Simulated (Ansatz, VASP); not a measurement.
One calculation of Al, two programs

Contents of INCAR:

```
ALGO = Normal
EDIFF = 1E-7
ENCUT = 520
GGA = PE
ISIF = 2
ISMEAR = 0
LASPH = T
LCHARG = F
LREAL = F
LWAVE = F
NBANDS = 8
NELM = 60
PREC = Accurate
SIGMA = 0.15
```

The input KPOINTS:

```
k-points
0
Gamma
  20 20 20
```

POSCAR

```
Al
1.0
    0.0000000000      1.8620616000      1.8620616000
    1.8620616000      0.0000000000      1.8620616000
    1.8620616000      1.8620616000      0.0000000000
Al
1
Direct
    0.0000000000      0.0000000000      0.0000000000
```

Input for Ansatz:

```yaml
crystal:
  lattice:
    - [0.0, 1.8620616, 1.8620616]
    - [1.8620616, 0.0, 1.8620616]
    - [1.8620616, 1.8620616, 0.0]
  atoms:
    - { symbol: Al, position: [0.0, 0.0, 0.0] }
basis:
  ecutwfc: 420
kpoints:
  mp_grid: { grid: [20, 20, 20] }
hamiltonian:
  xc: pbe
scf:
  occupations: { method: gaussian, width: 0.15 }
output:
  forces: true
  stress: true
  eigenvalues: true
```

Change from the starting cell: strain -0.080 along x and y, -0.080 along z, atoms carried along.

Alike in both runs: task single point; functional PBE; k mesh 20 × 20 × 20; occupations gaussian, width 0.15 eV; no spin polarisation.

|  | VASP | Ansatz |
| --- | --- | --- |
| version | VASP 6.6.1 | Ansatz 0.2.0 |
| potentials or method | VASP PAW PBE potentials, release 64 (Al), cutoff 520 eV | scalar-relativistic, plane waves, PAW |
| valence electrons in the cell | 3 | 3 |

```csv
,VASP,Ansatz,Ansatz less VASP
gap on the k mesh at the Fermi level (eV),none,none,-
pressure (GPa),32.8,32.8,+0.02
```

A gap of «none» marks a metal or a gap that the smearing closes. Both programs put the cell under a high pressure, so it lies far from rest at this level.
